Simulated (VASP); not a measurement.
SiC, 32 atoms in the cell. It takes space group P6_3mc (No. 186, hexagonal). Conventional cell: a = 3.094 Å, b = 3.094 Å, c = 10.129 Å, α = 90.00°, β = 90.00°, γ = 120.00°. Si (site symmetry 3m) has 4 C at 1.90 Å within 2.5 Å. Within 2.5 Å of Si (site symmetry 3m) lie 4 C at 1.89 to 1.90 Å. C (site symmetry 3m) has 4 Si at 1.89 to 1.90 Å within 2.5 Å. C (site symmetry 3m) has 4 Si at 1.90 Å within 2.5 Å. 

| Item | Value |
| --- | --- |
| Program | VASP 6.6.1 |
| Task | relaxation of the atoms |
| Functional | PBE |
| Potentials or basis | VASP PAW PBE potentials, release 64 (Si, C) |
| Cutoff | 520 eV |
| k mesh | 1 × 1 × 1, shifted |
| Occupations | fermi-dirac, width 0.01 eV |
| Spin | no spin polarisation |
| Dipole correction | no |
| Further INCAR settings | LREAL = Auto; ALGO = Normal; EDIFF = 1e-07; IBRION = 2; EDIFFG = -0.03; NSW = 100 |

Potentials or basis: VASP PAW PBE potentials, release 64 (Si, C).

The run is started by

```bash
$ cat potpaw_PBE.64/Si/POTCAR potpaw_PBE.64/C/POTCAR > POTCAR
$ mpirun -np 1 vasp_std > vasp.out
```

Hardware: 1 thread of Oxide Virtual Turin-like Processor, with other jobs on the host.

**Question.** How long does it take, and how much memory?

**Answer.** It took 3.4 min on 1 thread of Oxide Virtual Turin-like Processor (shared host), peak memory 0.4 GiB. Counts: scf iterations 31, k points 1, ion steps 3.
